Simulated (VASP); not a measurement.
Crystal: AgBr.

```
Ag Br
1.0
     0.00000    2.89273    2.89273
     2.89273    0.00000    2.89273
     2.89273    2.89273    0.00000
Ag Br
1 1
Cartesian
  0.0000 0.0000 0.0000
  2.8927 2.8927 2.8927
```

Base run:

- Program: VASP 6.6.1
- Functional: PBE0
- Potentials or basis: VASP PAW PBE potentials, release 64 (Ag, Br)
- Cutoff: 400 eV
- k mesh: 6 × 6 × 6
- Occupations: gaussian, width 0.01 eV
- Spin: no spin polarisation

Its results: band gap on the k mesh 2.68 eV, indirect (least direct gap 4.44 eV); pressure 0.5 GPa.

Task: The run is repeated on the same cell with these changes: functional from PBE0 to r2SCAN; cutoff from 400 eV to 550 eV; k mesh from 6 × 6 × 6 to 8 × 8 × 8. What comes out?

Result: Band gap on the k mesh 1.25 eV, indirect (least direct gap 3.19 eV); pressure -0.1 GPa.

Several settings changed at once, so the effect can't be laid on one alone.

Caveats: the PAW data sets were made with another functional, which shifts forces and pressure a little.

A k mesh can miss the band edges.
